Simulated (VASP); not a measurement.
A run of VASP 6.6.1:

The input INCAR:

```
SYSTEM = Co
  PREC = Accurate
  ENCUT = 690
  EDIFF = 1E-6
  ISMEAR = -1
  SIGMA = 0.05
  LREAL = .False.
  LASPH = .True.
  NELM = 200
  ALGO = Normal
  ISIF = 2
  LWAVE = .False.
  LCHARG = .False.
  ISPIN = 2
  MAGMOM = 2 2
  LORBIT = 11
  LMAXMIX = 4
  GGA = RP
  IVDW = 13
  NBANDS = 28
  GGA_COMPAT = .False.
```

The input KPOINTS:

```
regular mesh
0
Gamma
  12 12 7
  0 0 0
```

The input POSCAR:

```
Co
1.0
    2.4385904036      0.0000000000      0.0000000000
   -1.2192952018      2.1118812389      0.0000000000
    0.0000000000      0.0000000000      3.9667976331
Co
2
Direct
    0.6666666667      0.3333333333      0.7500000000
    0.3333333333      0.6666666667      0.2500000000
```

Potentials or basis: VASP PAW PBE potentials, release 64 (Co_sv).

Launch:

```console
$ cat potpaw_PBE.64/Co_sv/POTCAR > POTCAR
$ mpirun -np 1 vasp_std > vasp.out
```

Hardware: 1 thread of AMD EPYC 9R45 96-Core Processor (Zen 5), with other jobs on the host.

Q: Estimate the wall time of this run.

A: It took 80 s on 1 thread of AMD EPYC 9R45 96-Core Processor (Zen 5) (shared host), peak memory 0.2 GiB. Counts: scf iterations 13, k points 76.
